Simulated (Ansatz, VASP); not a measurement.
Two plane-wave programs on Au

File INCAR:

```
ALGO = Normal
EDIFF = 1E-6
ENCUT = 520
GGA = PE
ISIF = 2
ISMEAR = -1
LASPH = T
LCHARG = F
LREAL = F
LWAVE = F
NBANDS = 12
NELM = 60
PREC = Accurate
SIGMA = 0.08
```

Contents of KPOINTS:

```
k-points
0
Gamma
  15 15 14
```

POSCAR

```
Au
1.0
    2.6145359823      0.0000000000      0.0000000000
   -1.3072679911      2.2642545798      0.0000000000
    0.0000000000      0.0000000000      2.5488900376
Au
1
Direct
    0.0000000000      0.0000000000      0.0000000000
```

Input for Ansatz:

```yaml
crystal:
  lattice:
    - [2.6145359823, 0.0, 0.0]
    - [-1.3072679911, 2.2642545798, 0.0]
    - [0.0, 0.0, 2.5488900376]
  atoms:
    - { symbol: Au, position: [0.0, 0.0, 0.0] }
kpoints:
  mp_grid: { grid: [15, 15, 14] }
scf:
  occupations: { method: fermi_dirac, width: 0.08 }
hamiltonian:
  xc: pbe
  pseudopotentials: { kind: paw }
output:
  forces: true
  stress: true
  eigenvalues: true
  populations: true
```

Change from the starting cell: volume scaled by 0.78, PAW files.

Alike in both runs: task single point; functional PBE; k mesh 15 × 15 × 14; occupations fermi-dirac, width 0.08 eV; no spin polarisation.

```csv
,VASP,Ansatz
version,VASP 6.6.1,Ansatz 0.2.0
potentials or method,"VASP PAW PBE potentials, release 64 (Au)","PAW with Ansatz's default frozen-core files, scalar-relativistic"
plane-wave cutoff (eV),520,420
valence electrons in the cell,11,19
```

```csv
,VASP,Ansatz,Ansatz less VASP
pressure (GPa),61.2,61.8,+0.55
```

Both programs put the cell under a high pressure, so it lies far from rest at this level. VASP's potentials hold 11 valence electrons a cell and Ansatz's 19, so a difference there can come from the potentials and not from the codes.

Neither program's run includes spin-orbit coupling. Noted on VASP's run: the cell as given lies far from equilibrium.
